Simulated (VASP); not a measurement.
CdSe, 4 atoms in the cell. Symmetry: P6_3mc, No. 186, hexagonal system. Conventional cell: a = 4.317 Å, b = 4.317 Å, c = 7.043 Å, α = 90.00°, β = 90.00°, γ = 120.00°. Within 3.5 Å of Cd (site symmetry 3m) lie 4 Se at 2.64 to 2.65 Å. Se (site symmetry 3m) has 4 Cd at 2.64 to 2.65 Å within 3.5 Å. 

| Item | Value |
| --- | --- |
| Program | VASP 6.6.1 |
| Task | single point |
| Functional | PBEsol |
| Potentials or basis | VASP PAW PBE potentials, release 64 (Cd, Se) |
| Cutoff | 500 eV |
| k mesh | 9 × 9 × 4 |
| Occupations | gaussian, width 0.02 eV |
| Spin | no spin polarisation |
| Dipole correction | no |
| Further INCAR settings | ALGO = Normal; EDIFF = 1e-06; NBANDS = 26 |

Potentials or basis: VASP PAW PBE potentials, release 64 (Cd, Se).

Command:

```sh
$ cat potpaw_PBE.64/Cd/POTCAR potpaw_PBE.64/Se/POTCAR > POTCAR
$ mpirun -np 1 vasp_std > vasp.out
```

Hardware: 1 thread of Intel Xeon 8259CL, with other jobs on the host.

Problem. How long does it take, and how much memory?

Solution. It took 2.3 min on 1 thread of Intel Xeon 8259CL, on a shared host, peak memory 0.27 GiB. Counts: scf iterations 15, k points 36.
